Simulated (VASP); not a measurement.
A run of VASP 6.6.1 is set up as follows.

File INCAR:

```
SYSTEM = Si3Sn
ALGO = Normal
EDIFF = 1E-6
ENCUT = 520
GGA = PE
ISIF = 2
ISMEAR = 0
LASPH = .True.
LCHARG = .True.
LELF = .True.
LREAL = .False.
LVHAR = .True.
LWAVE = .False.
NBANDS = 21
NELM = 80
PREC = Accurate
SIGMA = 0.1
```

File KPOINTS:

```
k-points
0
Gamma
  18 18 6
  0 0 0
```

Contents of POSCAR:

```
Si3Sn
1.0
    3.5638822470      0.0000000000      0.0000000000
   -1.7819411235      3.0864125620      0.0000000000
    0.0000000000      0.0000000000      7.1732302596
Si Sn
3 1
Direct
    0.3333333333      0.6666666667      0.0000000000
    0.6666666667      0.3333333333      0.1944427565
    0.6666666667      0.3333333333      0.8055572435
    0.3333333333      0.6666666667      0.5000000000
```

Potentials or basis: VASP PAW PBE potentials, release 64 (Si, Sn_d).

Run with:

```bash
$ cat potpaw_PBE.64/Si/POTCAR potpaw_PBE.64/Sn_d/POTCAR > POTCAR
$ mpirun -np 1 vasp_std > vasp.out
```

(1) Predict the band gap on the k mesh.

(2) Predict the pressure.

(3) Predict the largest force.

## Answers

(1) zero (bands 13 and 14 overlap by 4.45 eV).

(2) 0.0 GPa.

(3) 0.008 eV/Å.

Caveat: spin-orbit coupling is left out, which moves the levels of the heavy elements.
